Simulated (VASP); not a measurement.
MgSb7, 8 atoms in the cell. The structure is cubic, space group F-43m (No. 216). Conventional cell: a = 10.458 Å, b = 10.458 Å, c = 10.458 Å, α = 90.00°, β = 90.00°, γ = 90.00°. Within 4.9 Å of Mg (site symmetry -43m) lie 16 Sb at 3.72 to 4.53 Å. Within 4.0 Å of Sb (site symmetry 2mm) lie 5 Sb at 3.02 to 3.13 Å and 2 Mg at 3.72 Å. Within 4.0 Å of Sb (site symmetry -43m) lie 6 Sb at 3.02 Å. The cell was generated, and may not be a known phase.

```yaml
Program: VASP 6.6.1
Task: single point
Functional: PBE
Potentials_or_basis: VASP PAW PBE potentials, release 64 (Mg, Sb)
Cutoff: 600 eV
k_mesh: 6 × 6 × 6
Occupations: gaussian, width 0.1 eV
Spin: no spin polarisation
Dipole_correction: no
Further_INCAR_settings: ALGO = Normal; EDIFF = 1e-06; NBANDS = 28
```

Potentials or basis: VASP PAW PBE potentials, release 64 (Mg, Sb).

The run is started by

```console
$ cat potpaw_PBE.64/Mg/POTCAR potpaw_PBE.64/Sb/POTCAR > POTCAR
$ mpirun -np 1 vasp_std > vasp.out
```

Hardware: 1 thread of Intel(R) Xeon(R) 6975P-C (Granite Rapids), with other jobs on the host.

Question: Estimate the wall time of this run.

Answer: Wall time 82 s on 1 thread of Intel(R) Xeon(R) 6975P-C (Granite Rapids) (shared host), peak memory 0.55 GiB. Counts: scf iterations 14, k points 16.
